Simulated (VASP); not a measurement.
Write the native input for VASP 6.6.1 that does the following.

* Task: relaxation of cell and atoms
* Functional: PBE
* Potentials or basis: VASP PAW PBE potentials, release 64 (Ba_sv, S)
* Cutoff: 600 eV
* k mesh: 4 × 4 × 4
* Occupations: gaussian, width 0.1 eV
* Spin: no spin polarisation
* Dipole correction: no
* Further INCAR settings: ALGO = Normal; EDIFF = 1e-07; IBRION = 2; EDIFFG = -0.04; NSW = 90; ISIF = 3

The structure of BaS4 lies in POSCAR:

```
BaS4
1.0
    5.3464901961      0.0000000000      0.0000000000
    0.0000000000      5.3464901961      0.0000000000
    0.0000000000      0.0000000000      5.5466063219
Ba S
1 4
Direct
    0.0000000000      0.0000000000      0.0000000000
    0.5000000000      0.0000000000      0.3215760803
    0.0000000000      0.5000000000      0.6784239197
    0.5000000000      0.0000000000      0.6784239197
    0.0000000000      0.5000000000      0.3215760803
```

This cell differs from its parent crystal: atoms taken out.

One way to write it, as run:

INCAR

```
SYSTEM = BaS4
PREC = Accurate
ENCUT = 600
EDIFF = 1E-7
ISMEAR = 0
SIGMA = 0.1
LREAL = .False.
LASPH = .True.
NELM = 60
ALGO = Normal
ISIF = 3
LWAVE = .False.
LCHARG = .False.
GGA = PE
IBRION = 2
NSW = 90
EDIFFG = -0.04
```

KPOINTS

```
regular mesh
0
Gamma
  4 4 4
  0 0 0
```

Potentials or basis: VASP PAW PBE potentials, release 64 (Ba_sv, S).

Run with:

```bash
$ cat potpaw_PBE.64/Ba_sv/POTCAR potpaw_PBE.64/S/POTCAR > POTCAR
$ mpirun -np 1 vasp_std > vasp.out
```

It gave:

* Relaxed volume: 32.43 Å³/atom
* Relaxed cell: a = 5.503 Å, b = 5.503 Å, c = 5.355 Å, α = 90.00°, β = 90.00°, γ = 90.00°
* Space group after relaxing (to 0.1 Å): P4/mmm (No. 123)
* Energy gained by relaxing: 3.7 meV/atom
* Ionic steps: 10
* Pressure after relaxing: 0.0 GPa
* Band gap on the k mesh: zero (bands 17 and 18 overlap by 0.72 eV)

Caveat: the cell differs from its parent crystal (atoms taken out); spin-orbit coupling is left out, which moves the levels of the heavy elements.

It took 6.6 min on 1 thread of AMD EPYC 7R13 Processor (Zen 3), on a shared host, peak memory 0.34 GiB.
